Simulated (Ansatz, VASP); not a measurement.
One calculation of H, two programs

```
CELL_PARAMETERS angstrom
10.00000 0.00000 0.00000
0.00000 10.50000 0.00000
0.00000 0.00000 11.00000
ATOMIC_POSITIONS crystal
H 0.50000 0.50000 0.46522
H 0.50000 0.50000 0.53478
```

Alike in both runs: functional LDA; k mesh 1 × 1 × 1; occupations gaussian, width 0.01 eV; no spin polarisation.

Ansatz relaxed the structure, and its values are those at the end. VASP's run is a single point on that final structure, the one shown.

|  | VASP | Ansatz |
| --- | --- | --- |
| version | VASP 6.6.1 | Ansatz 0.2.0 |
| potentials or method | VASP PAW LDA potentials, release 64 (H), cutoff 400 eV | scalar-relativistic, plane waves, PAW |
| valence electrons in the cell | 2 | 2 |

Ansatz gave:

```
gap on the k mesh at the Fermi level (eV) : 10.00
rms of the force components (eV/Å)        : 0.001
```

Problem. Estimate VASP's values.

Solution. gap on the k mesh at the Fermi level (eV): 10.00; rms of the force components (eV/Å): 0.025.

LDA's correlation is that of Perdew and Zunger in VASP and of Perdew and Wang (1992) in Ansatz. Ansatz's warnings: stress scf threshold loose.
